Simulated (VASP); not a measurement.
A run of VASP 6.6.1 is set up as follows.

The input INCAR:

```
SYSTEM = Co
  PREC = Accurate
  ENCUT = 520
  EDIFF = 1E-6
  ISMEAR = -1
  SIGMA = 0.05
  LREAL = .FALSE.
  LASPH = .TRUE.
  NELM = 150
  ALGO = Normal
  ISIF = 2
  LWAVE = .FALSE.
  LCHARG = .FALSE.
  ISPIN = 2
  MAGMOM = -1.79 -1.79
  LORBIT = 11
  LMAXMIX = 4
  GGA = RP
  NBANDS = 20
```

The input KPOINTS:

```
Automatic mesh
0
G
  12 12 12
  0 0 0
```

The input POSCAR:

```
Co
1.0
    0.0000000000      2.6033548986      2.6033548986
    2.6033548986      0.0000000000      2.6033548986
    2.6033548986      2.6033548986      0.0000000000
Co
2
Direct
    0.1250000000      0.1250000000      0.1250000000
    0.8750000000      0.8750000000      0.8750000000
```

Potentials or basis: VASP PAW PBE potentials, release 64 (Co).

Command:

```console
$ cat potpaw_PBE.64/Co/POTCAR > POTCAR
$ mpirun -np 1 vasp_std > vasp.out
```

Problem. What does it give for the net moment?

Solution. -3.52 μB per cell.

Problem. Estimate the pressure.

Solution. -3.6 GPa.

Problem. What does it give for the site moments?

Solution. Co -1.77 μB.

Caveat: the cell stands under tension; the PAW data sets were made with another functional, which shifts forces and pressure a little.
